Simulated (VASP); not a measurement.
A run of VASP 6.6.1:

INCAR

```
PREC = Accurate ; ENCUT = 520
EDIFF = 1E-6 ; ISMEAR = -1
SIGMA = 0.1 ; LREAL = False
LASPH = True ; NELM = 150
ALGO = Normal ; ISIF = 2
LWAVE = False ; LCHARG = False
MAGMOM = 0.707 0.707 0 ; LORBIT = 11
LSORBIT = True ; GGA_COMPAT = False
LORBMOM = True ; LMAXMIX = 4
GGA = PE ; NBANDS = 20
```

KPOINTS

```
regular mesh
0
Gamma
  11 11 11
```

Contents of POSCAR:

```
Ir
1.0
    0.0000000007      1.9382076300      1.9382076260
    1.9382076300      0.0000000007      1.9382076260
    1.9382076307      1.9382076307      0.0000000000
Ir
1
Direct
    0.0000000000      0.0000000000      0.0000000000
```

Potentials or basis: VASP PAW PBE potentials, release 64 (Ir).

Run with:

```sh
$ cat potpaw_PBE.64/Ir/POTCAR > POTCAR
$ mpirun -np 1 vasp_ncl > vasp.out
```

Hardware: 1 thread of Intel(R) Xeon(R) Platinum 8488C (Sapphire Rapids), with other jobs on the host.

Question: How long does it take, and how much memory?

Answer: Wall time 110 s on 1 thread of Intel(R) Xeon(R) Platinum 8488C (Sapphire Rapids) (shared host), peak memory 0.27 GiB. Counts: scf iterations 14, k points 366.
